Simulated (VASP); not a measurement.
# PbSe (I4_1md) in VASP: single point with PBE

Aim: the single point of PbSe with PBE.

Everything below comes from runs of VASP 6.6.1. Logs are shortened: lines on timing, memory, paths and dates and some standing lists are left out, and cuts for length are marked.

## (1) The cell of the first run

Symmetry: I4_1md, No. 109, tetragonal system. The conventional cell has a = 4.024 Å, b = 4.024 Å, c = 14.936 Å, α = 90.00°, β = 90.00°, γ = 90.00°. Within 4.3 Å of Pb (site symmetry 2mm) lie 6 Se at 3.12 to 3.18 Å and 8 Pb at 4.02 to 4.24 Å. Se (site symmetry 2mm) has 6 Pb at 3.12 to 3.18 Å and 8 Se at 4.02 to 4.24 Å within 4.3 Å.

The cell was built from a structure type or drawn by symmetry, and may not be a known phase.

## (2) Single point, PBE

File INCAR:

```
SYSTEM = PbSe
PREC = Accurate
ENCUT = 520
EDIFF = 1E-6
ISMEAR = 0
SIGMA = 0.02
LREAL = .False.
LASPH = .True.
NELM = 60
ALGO = Normal
ISIF = 2
LWAVE = .False.
LCHARG = .True.
GGA = PE
LELF = .True.
LVHAR = .True.
NBANDS = 28
```

File KPOINTS:

```
Automatic mesh
0
Gamma
  10 10 10
  0 0 0
```

File POSCAR:

```
PbSe
1.0
   -2.0121328571      2.0121328571      7.4680139241
    2.0121328571     -2.0121328571      7.4680139241
    2.0121328571      2.0121328571     -7.4680139241
Pb Se
2 2
Direct
    0.2924666910      0.2924666910      0.0000000000
    0.0424666910      0.5424666910      0.5000000000
    0.7075333090      0.7075333090      0.0000000000
    0.4575333090      0.9575333090      0.5000000000
```

Potentials or basis: VASP PAW PBE potentials, release 64 (Pb_d, Se).

On the command line:

```console
$ cat potpaw_PBE.64/Pb_d/POTCAR potpaw_PBE.64/Se/POTCAR > POTCAR
$ mpirun -np 1 vasp_std > vasp.out
```

OUTCAR:

```text
SYSTEM = PbSe
   PREC = Accurate
   ENCUT = 520
   EDIFF = 1E-6
   ISMEAR = 0
   LREAL = .False.
   LASPH = .True.
   NELM = 60
   ISIF = 2
   GGA = PE

 ion  position               nearest neighbor table
   1  0.292  0.292  0.000-   3 3.12   3 3.12   3 3.12   3 3.12   4 3.18   4 3.18
   2  0.042  0.542  0.500-   4 3.12   4 3.12   4 3.12   4 3.12   3 3.18   3 3.18
   3  0.708  0.708  0.000-   1 3.12   1 3.12   1 3.12   1 3.12   2 3.18   2 3.18
   4  0.458  0.958  0.500-   2 3.12   2 3.12   2 3.12   2 3.12   1 3.18   1 3.18

  LATTYP: Found a body centered tetragonal cell.
 ALAT       =     4.0242657142
 C/A-ratio  =     3.7114914643

  Lattice vectors:

 A1 = (  -2.0121328571,   2.0121328571,   7.4680139241)
 A2 = (   2.0121328571,  -2.0121328571,   7.4680139241)
 A3 = (   2.0121328571,   2.0121328571,  -7.4680139241)

Analysis of symmetry for initial positions (statically):
=====================================================================
 Subroutine PRICEL returns:
 Original cell was already a primitive cell.

 Routine SETGRP: Setting up the symmetry group for a
 body centered tetragonal supercell.

 Subroutine GETGRP returns: Found  8 space group operations
 (whereof  4 operations were pure point group operations)
 out of a pool of 16 trial point group operations.

The static configuration has the point symmetry C_2v.
 The point group associated with its full space group is C_4v.

Analysis of symmetry for dynamics (positions and initial velocities):
=====================================================================
 Subroutine PRICEL returns:
 Original cell was already a primitive cell.

 Routine SETGRP: Setting up the symmetry group for a
 body centered tetragonal supercell.

 Subroutine GETGRP returns: Found  8 space group operations
 (whereof  4 operations were pure point group operations)
 out of a pool of 16 trial point group operations.

The dynamic configuration has the point symmetry C_2v.
 The point group associated with its full space group is C_4v.

 Subroutine INISYM returns: Found  8 space group operations
 (whereof  4 operations are pure point group operations),
 and found     1 'primitive' translations

----------------------------------------------------------------------------------------

                                     Primitive cell

  volume of cell :     120.9424

  direct lattice vectors                    reciprocal lattice vectors
    -2.012132857  2.012132857  7.468013924     0.000000000  0.248492538  0.066952205
     2.012132857 -2.012132857  7.468013924     0.248492538  0.000000000  0.066952205
     2.012132857  2.012132857 -7.468013924     0.248492538  0.248492538  0.000000000

  length of vectors
     7.991782607  7.991782607  7.991782607     0.257354112  0.257354112  0.351421517

  position of ions in fractional coordinates (direct lattice)
     0.292466691  0.292466691  0.000000000
     0.042466691  0.542466691  0.500000000
     0.707533309  0.707533309  0.000000000
     0.457533309  0.957533309  0.500000000

  ion indices of the primitive-cell ions
   primitive index   ion index
                 1           1
                 2           2
                 3           3
                 4           4

----------------------------------------------------------------------------------------

 KPOINTS: Automatic mesh

Automatic generation of k-mesh.
 Grid dimensions read from file:
 generate k-points for:   10   10   10

 Generating k-lattice:

  Cartesian coordinates                     Fractional coordinates (reciprocal lattice)
     0.000000000  0.024849254  0.006695221     0.100000000  0.000000000  0.000000000
     0.024849254  0.000000000  0.006695221     0.000000000  0.100000000  0.000000000
     0.024849254  0.024849254  0.000000000     0.000000000  0.000000000  0.100000000

  Length of vectors
     0.025735411  0.025735411  0.035142152

  Shift w.r.t. Gamma in fractional coordinates (k-lattice)
     0.000000000  0.000000000  0.000000000

 Subroutine IBZKPT returns following result:
 ===========================================

 Found    102 irreducible k-points:

 Following reciprocal coordinates:
            Coordinates               Weight
  0.000000  0.000000  0.000000      1.000000
  0.100000 -0.000000  0.000000      8.000000
  0.200000 -0.000000  0.000000      8.000000
  0.300000  0.000000  0.000000      8.000000
  0.400000 -0.000000  0.000000      8.000000
  0.500000 -0.000000  0.000000      4.000000
[... 16 lines left out ...]
  0.300000  0.300000 -0.000000      8.000000
  0.400000  0.300000  0.000000     16.000000
 [... further k-points ...]
   k-points           NKPTS =    102   k-points in BZ     NKDIM =    102   number of bands    NBANDS=     28
   number of dos      NEDOS =    301   number of ions     NIONS =      4
   total plane-waves  NPLWV = 216000
   dimension x,y,z NGX =    60 NGY =   60 NGZ =   60
   dimension x,y,z NGXF=   120 NGYF=  120 NGZF=  120
   ions per type =               2   2
   NGX,Y,Z   is equivalent  to a cutoff of  12.48, 12.48, 12.48 a.u.
   NGXF,Y,Z  is equivalent  to a cutoff of  24.96, 24.96, 24.96 a.u.
 SYSTEM =  PbSe
   PREC   = accura    normal or accurate (medium, high low for compatibility)
   ISTART =      0    job   : 0-new  1-cont  2-samecut
   ICHARG =      2    charge: 1-file 2-atom 10-const
   ISPIN  =      1    spin polarized calculation?
   LNONCOLLINEAR =      F non collinear calculations
   LSORBIT =      F    spin-orbit coupling
   LASPH  =      T    aspherical Exc in radial PAW
   ENCUT  =  520.0 eV  38.22 Ry    6.18 a.u.  14.86 14.86 14.86*2*pi/ulx,y,z
   NELM   =     60;   NELMIN=  2; NELMDL= -5     # of ELM steps
   EDIFF  = 0.1E-05   stopping-criterion for ELM
   LREAL  =      F    real-space projection
   EDIFFG = 0.1E-04   stopping-criterion for IOM
   NSW    =      0    number of steps for IOM
   IBRION =     -1    ionic relax: 0-MD 1-quasi-New 2-CG
   NFREE  =      0    steps in history (QN), initial steepest desc. (CG)
   ISIF   =      2    stress and relaxation
   ISYM   =      2    0-nonsym 1-usesym 2-fastsym
   POTIM  = 0.5000    time-step for ionic-motion
   TEBEG  =    0.0;   TEEND  =   0.0 temperature during run
   PSTRESS=    0.0 pullay stress
   NELECT =      40.0000    total number of electrons
   NUPDOWN=      -1.0000    fix difference up-down
   EMIN   =  10.00;   EMAX   =-10.00  energy-range for DOS
   EFERMI =   0.00;   METHOD = LEGACY
   ISMEAR =     0;   SIGMA  =   0.02  broadening in eV -4-tet -1-fermi 0-gaus
   EFERMI_NEDOS =   21; number of points for ismear=-14 and -15
   IALGO  =     38    algorithm
   IMIX   =      4    mixing-type and parameters
     AMIX     =   0.40;   BMIX     =  1.00
     AMIX_MAG =   1.60;   BMIX_MAG =  1.00
  volume/ion in A,a.u.               =      30.24       204.04
  Fermi-wavevector in a.u.,A,eV,Ry     =   1.132145  2.139444 17.439296  1.281752
  Thomas-Fermi vector in A             =   2.268845
   LORBIT       =      0    0 simple, 1 ext, 2 COOP (PROOUT), +10 PAW based schemes
   GGA     = PE    functional components
   LHFCALC =     F    Hartree Fock is set to
   AEXX    =    0.0000 exact exchange contribution
   IVDW    =     0    specifies the selected vdW correction
   LEPSILON=     F    determine dielectric tensor
   LRPA    =     F    only Hartree local field effects (RPA)
 non-spin polarized calculation
 Gauss-broadening in eV      SIGMA  =   0.02
  energy-cutoff  :      520.00
  volume of cell :      120.94
 maximum number of plane-waves:      3316
   NGX = 29   NGY = 29   NGZ = 29

 number of electron      39.9999999 magnetization

 Free energy of the ion-electron system (eV)
  ---------------------------------------------------
  ext. energy  EPLUGINS =         0.00000000
  ---------------------------------------------------
  free energy    TOTEN  =       -15.91532853 eV

  energy without entropy =      -15.91532853  energy(sigma->0) =      -15.91532853

 E-fermi :   4.5697     XC(G=0):  -9.2869

 val. band max:        4.4226442800   @ k =  -0.3000   0.3000   0.3000
 cond. band min:       5.0595269729   @ k =  -0.4000   0.4000   0.1000
 fundamental gap:      0.6368826929
 Fermi energy:         4.5697477871

 k-point     1 :       0.0000    0.0000    0.0000
  band No.  band energies     occupation
      1     -12.4569      2.00000
      2     -12.4538      2.00000
      3     -12.4164      2.00000
      4     -12.4103      2.00000
      5     -12.4052      2.00000
      6     -12.4052      2.00000
[... 20 lines left out ...]
     27       9.6170      0.00000
     28      10.4434      0.00000

 k-point     2 :       0.1000   -0.0000    0.0000
  band No.  band energies     occupation
      1     -12.4550      2.00000
      2     -12.4492      2.00000
      3     -12.4141      2.00000
      4     -12.4091      2.00000
      5     -12.4051      2.00000
      6     -12.4048      2.00000
[... 20 lines left out ...]
     27       9.9982      0.00000
     28      10.6530      0.00000

 k-point     3 :       0.2000   -0.0000    0.0000
  band No.  band energies     occupation
      1     -12.4526      2.00000
      2     -12.4377      2.00000
      3     -12.4173      2.00000
      4     -12.4099      2.00000
      5     -12.4048      2.00000
      6     -12.3907      2.00000
[... 20 lines left out ...]
     27      10.6078      0.00000
     28      11.0967      0.00000

 k-point     4 :       0.3000    0.0000    0.0000
  band No.  band energies     occupation
      1     -12.4512      2.00000
      2     -12.4369      2.00000
      3     -12.4220      2.00000
      4     -12.4043      2.00000
      5     -12.4006      2.00000
      6     -12.3914      2.00000
[... 578 lines left out ...]
     27      11.3306      0.00000
     28      11.7377      0.00000

 k-point    23 :       0.3000    0.3000   -0.0000
  band No.  band energies     occupation
      1     -12.4403      2.00000
      2     -12.4336      2.00000
      3     -12.4164      2.00000
      4     -12.4138      2.00000
      5     -12.4006      2.00000
      6     -12.3984      2.00000
[... 20 lines left out ...]
     27      11.3156      0.00000
     28      12.2014      0.00000

 k-point    24 :       0.4000    0.3000    0.0000
  band No.  band energies     occupation
      1     -12.4465      2.00000
      2     -12.4350      2.00000
      3     -12.4192      2.00000
      4     -12.4166      2.00000
      5     -12.4056      2.00000
      6     -12.4027      2.00000
[... 20 lines left out ...]
     27      11.6324      0.00000
     28      12.1508      0.00000

 [... further k-points ...]

------------------------ aborting loop because EDIFF is reached ----------------------------------------

  FORCE on cell =-STRESS in cart. coord.  units (eV):
  Direction    XX          YY          ZZ          XY          YZ          ZX
  --------------------------------------------------------------------------------------
  -------------------------------------------------------------------------------------
  Total       -0.0276245     -0.0276245      0.0102761      0.0000000      0.0000000      0.0000000
  in kB       -0.3659542     -0.3659542      0.1361322      0.0000000      0.0000000      0.0000000
  external PRESSURE =      -0.1985921 kB  Pullay stress =       0.0000000 kB

 VOLUME and BASIS-vectors are now :
 -----------------------------------------------------------------------------
  energy-cutoff  :      520.00
  volume of cell :      120.94
      direct lattice vectors                 reciprocal lattice vectors
    -2.012132857  2.012132857  7.468013924     0.000000000  0.248492538  0.066952205
     2.012132857 -2.012132857  7.468013924     0.248492538  0.000000000  0.066952205
     2.012132857  2.012132857 -7.468013924     0.248492538  0.248492538  0.000000000

 POSITION                                       TOTAL-FORCE (eV/Angst)
 -----------------------------------------------------------------------------------
      0.00000      0.00000      4.36829        -0.000000     -0.000000     -0.002204
      2.01213      0.00000      0.63428         0.000000      0.000000     -0.002204
      0.00000      0.00000     10.56774        -0.000000      0.000000      0.002204
      2.01213      0.00000      6.83373         0.000000     -0.000000      0.002204
 -----------------------------------------------------------------------------------
    total drift:                               -0.000000     -0.000000      0.001459

  FREE ENERGIE OF THE ION-ELECTRON SYSTEM (eV)
  ---------------------------------------------------
  free  energy   TOTEN  =       -15.9153285319 eV

  energy  without entropy=      -15.9153285319  energy(sigma->0) =      -15.91532853
```

Run time: 34 min. Hardware: 1 thread of AMD EPYC 7R13, shared host; peak memory 0.63 GiB.

Results:

```yaml
Free_energy: -15.9153 eV
Pressure: 0.0 GPa
Band_gap_on_the_k_mesh: 0.64 eV (least direct gap 1.50 eV)
```

Forces in eV/Å, atoms in the order of the input:
```
Pb   0.000  0.000 -0.002
Pb   0.000  0.000 -0.002
Se   0.000  0.000  0.002
Se   0.000  0.000  0.002
```

Levels at points of the mesh, in eV from the valence-band top:
| k point | band 16 | band 17 | band 18 | band 19 | band 20 | band 21 | band 22 | band 23 | band 24 | band 25 |
| --- | --- | --- | --- | --- | --- | --- | --- | --- | --- | --- |
| (0.00, 0.00, 0.00) | -1.74 | -1.61 | -1.54 | -1.54 | -1.37 | 1.51 | 3.17 | 4.27 | 4.27 | 4.91 |
| (0.50, 0.00, 0.00) | -3.23 | -1.32 | -0.98 | -0.81 | -0.63 | 1.46 | 2.59 | 2.83 | 3.41 | 3.54 |
| (0.50, 0.50, 0.00) | -3.86 | -3.53 | -3.53 | -1.57 | -1.57 | 1.18 | 1.18 | 2.32 | 2.32 | 4.67 |
| (0.50, 0.50, 0.50) | -2.08 | -1.52 | -1.52 | -1.06 | -1.06 | 2.20 | 2.20 | 3.44 | 3.44 | 5.14 |

Caveat: spin-orbit coupling is left out, which moves the levels of the heavy elements.
